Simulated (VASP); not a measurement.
Here is a VASP 6.6.1 calculation.

Contents of POSCAR:

```
BeTe
1.0
    0.0000000000      2.8314587876      2.8314587876
    2.8314587876      0.0000000000      2.8314587876
    2.8314587876      2.8314587876      0.0000000000
Be Te
1 1
Direct
    0.0000000000      0.0000000000      0.0000000000
    0.2500000000      0.2500000000      0.2500000000
```

Contents of INCAR.step1:

```
ALGO = Normal ; EDIFF = 1E-4
ENCUT = 520 ; GGA = PE
ISMEAR = -1 ; LASPH = True
LCHARG = False ; LREAL = False
LWAVE = True ; NBANDS = 11
NELM = 100 ; PREC = Accurate
SIGMA = 0.02
```

INCAR.step2

```
ALGO = Normal ; EDIFF = 1E-8
ENCUT = 520 ; ISIF = 2
ISMEAR = -1 ; ISTART = 1
LASPH = True ; LCHARG = False
LEFG = True ; LMIXTAU = True
LREAL = False ; LWAVE = False
METAGGA = R2SCAN ; NBANDS = 11
NELM = 100 ; PREC = Accurate
SIGMA = 0.02
```

KPOINTS

```
k-points
0
Gamma
  8 8 8
```

Potentials or basis: VASP PAW PBE potentials, release 64 (Be, Te).

Launch:

```bash
$ cat potpaw_PBE.64/Be/POTCAR potpaw_PBE.64/Te/POTCAR > POTCAR
$ cp INCAR.step1 INCAR
$ mpirun -np 1 vasp_std > vasp.out
$ cp INCAR.step2 INCAR
$ mpirun -np 1 vasp_std > vasp.out
```

Question: What does it give for the band gap on the k mesh?

Answer: 2.38 eV, indirect (least direct gap 4.03 eV).

Question: Predict the pressure.

Answer: 0.0 GPa.

Caveat: without QUAD_EFG the Cq values of the log hold for a quadrupole moment of 1 mb, not for the nuclei; the PAW data sets were made with another functional, which shifts forces and pressure a little; spin-orbit coupling is left out, which moves the levels of the heavy elements. r2SCAN opens gaps a little over a GGA but as a rule still falls short of measured ones.
